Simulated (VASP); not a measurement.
Wanted: the native input for a VASP 6.6.1 run.

```yaml
Task: relaxation of the atoms
Functional: LDA
Potentials_or_basis: VASP PAW LDA potentials, release 64 (Al, Ga_d, N)
Cutoff: 520 eV
k_mesh: 8 × 8 × 6
Occupations: gaussian, width 0.02 eV
Spin: no spin polarisation
Dipole_correction: no
Further_INCAR_settings: ALGO = Normal; EDIFF = 1e-06; IBRION = 2; EDIFFG = -0.008; NSW = 60
```

The structure of AlGaN2 lies in POSCAR:

```
AlGaN2
1.0
    3.1152864669      0.0000000000      0.0000000000
    0.0000000000      3.1152864669      0.0000000000
    0.0000000000      0.0000000000      4.2089569927
Al Ga N
1 1 2
Direct
    0.5000000000      0.5000000000      0.5000000000
    0.0000000000      0.0000000000      0.0000000000
    0.5000000000      0.0000000000      0.7396592690
    0.0000000000      0.5000000000      0.2603407310
```

This cell differs from its parent crystal: strain along c alone, the other axes held: -4.0 %.

The input as run:

INCAR

```
PREC = Accurate
ENCUT = 520
EDIFF = 1E-6
ISMEAR = 0
SIGMA = 0.02
LREAL = False
LASPH = True
NELM = 60
ALGO = Normal
ISIF = 2
LWAVE = False
LCHARG = False
GGA = CA
IBRION = 2
NSW = 60
EDIFFG = -0.008
```

KPOINTS

```
regular mesh
0
Gamma
  8 8 6
```

Potentials or basis: VASP PAW LDA potentials, release 64 (Al, Ga_d, N).

Command:

```sh
$ cat potpaw_LDA.64/Al/POTCAR potpaw_LDA.64/Ga_d/POTCAR potpaw_LDA.64/N/POTCAR > POTCAR
$ mpirun -np 1 vasp_std > vasp.out
```

Results of the run:

- Energy gained by relaxing: 0.1 meV/atom
- Ionic steps: 3
- Pressure after relaxing: 10.0 GPa
- Band gap on the k mesh: 3.40 eV (least direct gap 3.41 eV)

Caveat: the cell differs from its parent crystal (strain along c alone, the other axes held: -4.0 %).

Run time: 51 s on 1 thread of Intel Xeon 8259CL (shared host), peak memory 0.17 GiB.
